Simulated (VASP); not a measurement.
The system is SiC.

```xyz
12
Lattice="3.0950 0.0000 0.0000 -1.5475 2.6803 0.0000 0.0000 0.0000 15.1700" Properties=species:S:1:pos:R:3 pbc="T T T"
Si    1.5475    0.8934    6.9524
Si    0.0000    1.7869   14.5374
Si    1.5475    0.8934   12.0101
Si    0.0000    1.7869    4.4251
Si    0.0000    0.0000    9.4812
Si    0.0000    0.0000    1.8962
C     1.5475    0.8934    5.0562
C     0.0000    1.7869   12.6412
C     1.5475    0.8934   10.1138
C     0.0000    1.7869    2.5288
C     0.0000    0.0000    7.5850
C     0.0000    0.0000    0.0000
```

Base run:

```yaml
Program: VASP 6.6.1
Functional: PBE
Dispersion: D4
Potentials_or_basis: VASP PAW PBE potentials, release 64 (Si, C)
Cutoff: 520 eV
k_mesh: 10 × 10 × 2
Occupations: fermi-dirac, width 0.05 eV
Spin: no spin polarisation
```

Its results: band gap on the k mesh 2.02 eV (least direct gap 3.12 eV); pressure -3.9 GPa; largest force 0.144 eV/Å.

**Question.** After a change of settings the same cell gave: band gap on the k mesh 2.03 eV (least direct gap 3.12 eV); pressure -6.5 GPa; largest force 0.146 eV/Å. Which change was it?
A. dispersion from D4 to none; k mesh from 10 × 10 × 2 to 6 × 6 × 1
B. functional from PBE to b88 exchange, pbe correlation; dispersion from D4 to none; cutoff from 520 eV to 600 eV
C. functional from PBE to revPBE

**Answer.** C.

Caveats: the cell stands under tension; the PAW data sets were made with another functional, which shifts forces and pressure a little (at least some runs).
